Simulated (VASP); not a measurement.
AlIn2B2As:

```
Al In B As
1.0
     4.08949    0.00000    0.00000
     0.00000    4.08949    0.00000
     0.00000    0.00000    6.82528
Al In B As
1 2 2 1
Direct
  0.00000 0.00000 0.00000
  0.50000 0.00000 0.31821
  0.00000 0.50000 0.68179
  0.50000 0.00000 0.82913
  0.00000 0.50000 0.17087
  0.50000 0.50000 0.00000
```

The cell was generated, and may not be a known phase.

- Program: VASP 6.6.1
- Task: relaxation of cell and atoms
- Functional: PBE
- Potentials or basis: VASP PAW PBE potentials, release 64 (Al, In_d, B, As_d)
- Cutoff: 560 eV
- k mesh: 4 × 4 × 3
- Occupations: gaussian, width 0.2 eV
- Spin: no spin polarisation

At the start: pressure -1.3 GPa; volume 19.02 Å³/atom.

Where does the relaxation end?

Over 9 steps the energy falls by 150.5 meV/atom and the volume is 18.07 Å³/atom (-5.0 %); space group P-4m2 (No. 115, to 0.1 Å) before and after.

Step by step:
```
step  energy change (eV)  largest force (eV/Å)  pressure (GPa)  volume (Å³)
   1              0.0000                1.6054           -1.27       114.15
   2             -0.3947                1.2146           -1.09       111.61
   3             -0.7967                0.6015            0.20       107.32
   4             -0.2662                0.5753           10.33        98.15
   5             -0.8521                0.2464            1.69       105.26
   6             -0.8834                0.2593           -0.71       109.03
   7             -0.8834                0.2588           -0.70       109.02
   8             -0.8993                0.0824           -0.30       108.68
   9             -0.9031                0.0760            0.02       108.41
```

Final structure:
```xyz
6
Lattice="3.8664 0.0000 0.0000 0.0000 3.8664 0.0000 0.0000 0.0000 7.2518" Properties=species:S:1:pos:R:3 pbc="T T T"
Al    0.0000    0.0000    0.0000
In    1.9332    0.0000    2.6548
In    0.0000    1.9332    4.5970
B     1.9332    0.0000    6.1606
B     0.0000    1.9332    1.0912
As    1.9332    1.9332    0.0000
```

Caveat: the k points lie up to 0.41 Å⁻¹ apart in the final cell, too coarse for converged energies and pressures of a metal; the relaxation stopped at a loose force limit of 0.08 eV/Å, so its end isn't a converged minimum.
